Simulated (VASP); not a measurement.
# H14C4O in VASP: notebook, part 2 of 2

VASP 6.6.1. The steps go on from the part before.

### 4 Single point, PBE

INCAR

```
SYSTEM = H14C4O
ALGO     = Normal         ! electronic algorithm
EDIFF    = 1E-6           ! SCF threshold, eV
ENCUT    = 520            ! plane-wave cutoff, eV
GGA      = PE             ! functional
ISIF     = 2              ! what is computed and relaxed
ISMEAR   = -1             ! smearing method
LASPH    = .TRUE.         ! aspherical terms in the spheres
LCHARG   = .FALSE.        ! write CHGCAR
LREAL    = Auto         
LWAVE    = .FALSE.        ! write WAVECAR
NBANDS   = 61             ! bands
NELM     = 60             ! most SCF steps
PREC     = Accurate       ! precision mode
SIGMA    = 0.05           ! smearing width, eV
```

KPOINTS

```
k-points
0
G
  1 1 1
  0 0 0
```

POSCAR

```
H14C4O
1.0
    7.5361220000      0.0000000000      0.0000000000
    0.0000000000      7.5361220000      0.0000000000
    0.0000000000      0.0000000000      7.5361220000
O H C
2 28 8
Direct
    0.6337211632      1.1144989426      0.7854437601
    0.7168673756      0.3697259678      1.1134639275
    0.6866528965      1.0853460175      0.6721096076
    0.5085904926      1.0668351707      0.7780659602
    0.6341192459      0.4533100711      1.1791077692
    0.6566374589      0.3600392881      1.0012444066
    0.1203404085     -0.0661348105      0.1833303654
    0.1431903571      0.1408947467      0.2980710769
   -0.0554396545      0.0982070089      0.1808224442
    0.1214019624      0.2926438824     -0.0259549938
    0.3316161814      0.1611173492      0.0061039352
    0.1465740602      0.0941067568     -0.1081325382
    0.8343946661      0.7212330161      0.7281729250
    0.6826455304      0.5337227821      0.7037704538
    0.8631097002      0.5543700062      0.5534676854
    0.6465526965      0.7173450748      0.3659839902
    0.5276055775      0.7960460300      0.5523265149
    0.7243646003      0.8868487002      0.4988374657
    0.4685301008      0.6808010804      1.1665150856
    0.5565329224      0.7128732789      0.9592599483
    0.4403856519      0.8815143916      1.0762299230
    0.2723682021      0.7151025421      0.8198381077
    0.2973147197      0.5254028531      0.9550137325
    0.1519216382      0.6986749949      1.0273586335
    0.0611985846      0.6142283790      0.3848133032
    0.1502098825      0.6233710123      0.5961156149
    0.2788171423      0.6997763571      0.4140458448
    0.3819338381      0.4137804563      0.5799401867
    0.1802253201      0.3288296023      0.5575546680
    0.3134105313      0.3566821238      0.3643651204
    0.0857072112      0.0811027210      0.1760719903
    0.1759791044      0.1666241603      0.0151006048
    0.7628592000      0.6314520917      0.6321686406
    0.6574734326      0.7613332162      0.5039992718
    0.4453749554      0.7448127830      1.0446752322
    0.2726733989      0.6663772163      0.9596845699
    0.1821228478      0.5932361498      0.4549952880
    0.2680423698      0.4175489728      0.4879963461
```

Command:

```sh
$ cat potpaw_PBE.64/O/POTCAR potpaw_PBE.64/H/POTCAR potpaw_PBE.64/C/POTCAR > POTCAR
$ mpirun -np 1 vasp_gam > vasp.out
```

Wall time 29 s (1 thread of Intel Xeon 6975P-C (Granite Rapids), shared host); peak memory 0.39 GiB.

Results (log left out):

- Free energy: -189.2565 eV
- Pressure: 0.3 GPa
- Largest force: 3.581 eV/Å
- Band gap on the k mesh: 5.22 eV

Forces on the atoms (eV/Å):
```
O   -1.627 -0.285  0.261
O   -1.040  1.307  1.438
H    0.005 -0.058 -0.224
H    1.579  0.532  0.017
H    1.204 -1.072 -0.687
H   -0.079 -0.401 -0.733
H   -0.411  1.134 -0.061
H   -0.347 -0.225 -0.217
H   -0.792  0.155 -0.248
H    0.170  0.920  0.563
H   -1.864  0.501  0.838
H   -0.330 -0.608 -0.029
H   -0.331 -0.916 -0.331
H   -0.242  0.146 -0.019
H   -0.529  0.496  0.543
H   -0.018 -0.231  0.099
H   -0.788 -0.208  0.275
H    0.755  0.719 -0.196
H    0.253 -0.825  1.519
H    0.424  0.212 -0.267
H   -0.043  1.408 -0.064
H   -0.448 -0.194  0.548
H   -0.427 -0.627 -0.075
H   -0.635  0.109  0.353
H   -0.687 -0.679 -0.912
H   -0.284  0.849 -0.515
H   -0.499 -0.659  0.056
H    0.132  0.804 -0.217
H   -0.804 -0.622 -0.084
H    0.064 -0.425 -0.080
C    2.132 -0.825  0.421
C    1.232 -1.114 -1.290
C    0.443  1.107 -0.878
C    0.632 -1.190  0.608
C   -1.296 -0.993 -1.128
C    2.207  0.959 -0.968
C    1.605  1.817  2.636
C    0.686 -1.016 -0.953
```

Stress tensor (GPa, compression positive):
```
-0.47  0.40  0.17
 0.40  1.19  0.83
 0.17  0.83  0.29
```

Levels at points of the mesh, in eV from the valence-band top:
```
           k point  band 34  band 35  band 36  band 37  band 38  band 39
(0.00, 0.00, 0.00)    -0.52    -0.50     0.00     5.22     6.93     7.11
```

Caveat: the k points lie up to 0.83 Å⁻¹ apart.

### 5 Relaxation of the atoms, PBE

INCAR

```
ALGO = Normal ; EDIFF = 1E-6
EDIFFG = -0.3 ; ENCUT = 520
GGA = PE ; IBRION = 2
ISIF = 2 ; ISMEAR = -1
LASPH = True ; LCHARG = False
LREAL = Auto ; LWAVE = False
NELM = 80 ; NSW = 35
PREC = Accurate ; SIGMA = 0.05
```

KPOINTS

```
k-points
0
Gamma
  1 1 1
```

POSCAR

```
H14C4O
1.0
    7.5361220000      0.0000000000      0.0000000000
    0.0000000000      7.5361220000      0.0000000000
    0.0000000000      0.0000000000      7.5361220000
O H C
2 28 8
Direct
    0.6751418000      1.0269787000      0.8551118000
    0.8397047000      0.3988911000      0.9260972000
    0.6729290000      1.0305686000      0.7266580000
    0.5836722000      0.9419322000      0.8854197000
    0.8647535000      0.5167337000      0.8813329000
    0.8840568000      0.3206707000      0.8342679000
    0.1976069000     -0.0671848000      0.1206525000
    0.0447207000      0.0495992000      0.2541904000
    0.0242690000      0.0547112000      0.0209509000
    0.1606622000      0.3401646000      0.1328200000
    0.3340001000      0.2182687000      0.2325216000
    0.3135484000      0.2233806000     -0.0007179000
    0.7403746000      0.7328243000      0.7415198000
    0.5991703000      0.5627399000      0.6642044000
    0.8196155000      0.5763520000      0.5863349000
    0.6066229000      0.6964212000      0.3565111000
    0.5273821000      0.8528935000      0.5116960000
    0.7478273000      0.8665056000      0.4338265000
    0.2109439000      0.7129482000      1.1358520000
    0.3973365000      0.5711762000      1.1339624000
    0.4266742000      0.8029592000      1.1501177000
    0.4910033000      0.6982699000      0.8378624000
    0.2752730000      0.6082589000      0.8235967000
    0.3046107000      0.8400419000      0.8397521000
   -0.0674356000      0.6552668000      0.3837238000
    0.0330711000      0.7082080000      0.5885180000
    0.1045303000      0.8140152000      0.3921931000
    0.3215269000      0.5741812000      0.4815999000
    0.1495610000      0.4154328000      0.4731306000
    0.2210202000      0.5212400000      0.2768056000
    0.1196789000      0.0547417000      0.1301579000
    0.2385902000      0.2182381000      0.1233145000
    0.7039425000      0.6549157000      0.6247630000
    0.6430551000      0.7743298000      0.4732679000
    0.3470291000      0.6990789000      1.0877098000
    0.3549181000      0.7121393000      0.8860046000
    0.0587719000      0.6879039000      0.4472508000
    0.1953194000      0.5415440000      0.4180729000
```

Command:

```sh
$ cat potpaw_PBE.64/O/POTCAR potpaw_PBE.64/H/POTCAR potpaw_PBE.64/C/POTCAR > POTCAR
$ mpirun -np 1 vasp_gam > vasp.out
```

It took 6.9 min on 1 thread of Intel Xeon 6975P-C (Granite Rapids), shared host; peak memory 0.43 GiB.

It converged, with:

```
Free energy                  : -190.0771 eV
Energy gained by relaxing    : 22.3 meV/atom
Ionic steps                  : 25
Pressure after relaxing      : 1.1 GPa
Largest force after relaxing : 0.267 eV/Å
Band gap on the k mesh       : 5.20 eV
```

Forces in eV/Å, atoms in the order of the input:
```
O   -0.038 -0.008  0.189
O    0.088  0.152  0.015
H   -0.044 -0.036 -0.261
H    0.153  0.183  0.012
H   -0.036 -0.192 -0.002
H   -0.174  0.023  0.112
H    0.029 -0.090  0.027
H   -0.118  0.087 -0.001
H   -0.070  0.113 -0.002
H   -0.002 -0.051 -0.044
H    0.063 -0.023 -0.205
H    0.029 -0.087  0.121
H    0.088  0.076  0.118
H    0.007 -0.196 -0.079
H    0.150 -0.163 -0.095
H    0.035  0.023 -0.028
H   -0.050  0.026  0.039
H   -0.024 -0.022 -0.029
H   -0.023  0.049 -0.045
H    0.064  0.051 -0.036
H    0.000 -0.020 -0.110
H   -0.063  0.039 -0.059
H    0.011  0.138 -0.045
H   -0.156 -0.085  0.119
H    0.236  0.088 -0.060
H    0.123  0.023  0.062
H   -0.136 -0.169  0.044
H   -0.067  0.083  0.121
H   -0.029  0.016  0.005
H    0.013 -0.188  0.020
C    0.122 -0.023 -0.021
C   -0.116 -0.020 -0.041
C   -0.008  0.056 -0.198
C    0.001 -0.002  0.024
C   -0.036 -0.026  0.053
C   -0.006  0.022  0.233
C    0.099 -0.048  0.102
C   -0.111  0.202 -0.057
```

Stress tensor (GPa, compression positive):
```
 1.18 -0.46 -0.37
-0.46  0.60  0.35
-0.37  0.35  1.45
```

The path:
| step | energy change (eV) | largest force (eV/Å) | pressure (GPa) |
| --- | --- | --- | --- |
| 1 | 0.0000 | 0.7059 | 2.40 |
| 2 | -0.0094 | 1.1931 | 1.74 |
| 3 | -0.0484 | 0.5994 | 2.03 |
| 4 | -0.1201 | 0.3107 | 2.08 |
| 5 | -0.1431 | 0.5111 | 2.14 |
| 6 | -0.1781 | 0.6831 | 1.93 |
| 7 | -0.1785 | 0.5999 | 1.95 |
| 8 | -0.2183 | 0.4511 | 1.82 |
| 9 | -0.2538 | 0.9137 | 1.54 |
| 10 | -0.2821 | 0.7652 | 1.50 |
| 11 | -0.3464 | 0.6505 | 1.40 |
| 12 | -0.3806 | 0.9435 | 1.15 |
| 13 | -0.4118 | 0.8361 | 1.08 |
| 14 | -0.4768 | 0.9114 | 0.84 |
| 15 | -0.4662 | 1.3564 | 0.20 |
| 16 | -0.4966 | 1.0900 | 0.59 |
| 17 | -0.5541 | 0.8751 | 0.77 |
| 18 | -0.6241 | 1.0723 | 1.31 |
| 19 | -0.6822 | 0.6306 | 1.42 |
| 20 | -0.7100 | 0.7446 | 1.57 |
| 21 | -0.7445 | 0.4320 | 1.49 |
| 22 | -0.7531 | 0.7059 | 1.41 |
| 23 | -0.7940 | 0.4068 | 1.33 |
| 24 | -0.8197 | 0.3992 | 1.19 |
| 25 | -0.8479 | 0.2673 | 1.08 |

Final structure:
```cif
data_structure
_symmetry_space_group_name_H-M 'P 1'
_symmetry_Int_Tables_number 1
_cell_length_a 7.5361
_cell_length_b 7.5361
_cell_length_c 7.5361
_cell_angle_alpha 90.000
_cell_angle_beta 90.000
_cell_angle_gamma 90.000
_cell_volume 428.00
loop_
_atom_site_label
_atom_site_type_symbol
_atom_site_fract_x
_atom_site_fract_y
_atom_site_fract_z
_atom_site_occupancy
O1 O 0.68414 0.03911 0.84593 1
O2 O 0.87059 0.41402 0.95032 1
H1 H 0.66195 0.03353 0.71952 1
H2 H 0.58922 0.96680 0.89665 1
H3 H 0.86700 0.51646 0.87163 1
H4 H 0.85136 0.31076 0.87489 1
H5 H 0.16667 0.94624 0.12078 1
H6 H 0.02939 0.08312 0.24982 1
H7 H 0.00382 0.07491 0.01547 1
H8 H 0.16967 0.35316 0.10143 1
H9 H 0.32629 0.22548 0.22349 1
H10 H 0.31762 0.21378 0.98541 1
H11 H 0.73724 0.70280 0.73493 1
H12 H 0.57794 0.55184 0.65414 1
H13 H 0.79563 0.54934 0.56705 1
H14 H 0.60474 0.70339 0.34858 1
H15 H 0.51725 0.84471 0.51285 1
H16 H 0.74348 0.86558 0.44748 1
H17 H 0.23329 0.67917 0.13396 1
H18 H 0.43316 0.56464 0.09916 1
H19 H 0.43542 0.79712 0.13966 1
H20 H 0.47916 0.71393 0.81254 1
H21 H 0.26888 0.61103 0.81281 1
H22 H 0.28751 0.84696 0.83530 1
H23 H 0.96412 0.66924 0.37649 1
H24 H 0.04013 0.73723 0.58654 1
H25 H 0.15719 0.80677 0.39469 1
H26 H 0.33299 0.55178 0.51549 1
H27 H 0.13891 0.41964 0.53872 1
H28 H 0.21987 0.47941 0.32633 1
C1 C 0.10126 0.07538 0.12342 1
C2 C 0.23737 0.22459 0.10728 1
C3 C 0.68981 0.63530 0.61512 1
C4 C 0.63634 0.77001 0.47394 1
C5 C 0.36351 0.68981 0.07132 1
C6 C 0.34736 0.71874 0.87174 1
C7 C 0.08494 0.69438 0.45485 1
C8 C 0.20026 0.52718 0.46135 1
```

Levels at points of the mesh, in eV from the valence-band top:
```
           k point  band 32  band 33  band 34  band 35  band 36  band 37  band 38  band 39  band 40  band 41
(0.00, 0.00, 0.00)    -1.15    -0.96    -0.79    -0.62     0.00     5.20     6.84     7.18     7.30     7.44
```

Caveat: the k points lie up to 0.83 Å⁻¹ apart; the relaxation stopped at a loose force limit of 0.3 eV/Å, so its end isn't a converged minimum.
